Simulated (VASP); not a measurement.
Runs of VASP 6.6.1 on NaH. The structure is that of space group Fm-3m (No. 225), or close to it. The cells are those of the table. 

| cell | gap on the mesh (eV) | pressure (GPa) |
| --- | --- | --- |
| a = 3.496 Å, angles 60.0°, 2 atoms | (a) | -1.8 |
| a = 3.474 Å, angles 60.0°, 2 atoms | 4.74 | (b) |
| a = 3.428 Å, angles 60.0°, 2 atoms | 4.83 | -0.6 |
| a = 3.404 Å, angles 60.0°, 2 atoms | (c) | -0.1 |
| a = 3.380 Å, angles 60.0°, 2 atoms | 4.91 | 0.4 |

Alike in all rows: task single point; level HSE06; potentials or basis VASP PAW PBE potentials, release 64 (Na_pv, H); no spin polarisation; k mesh 6 × 6 × 6; cutoff (eV) 520; smearing fermi-dirac 0.05 eV.

Q: Estimate the missing entries.

A: (a) 4.71; (b) -1.4; (c) 4.87.

Caveats: the PAW data sets were made with another functional, which shifts forces and pressure a little.

A k mesh can miss the band edges.
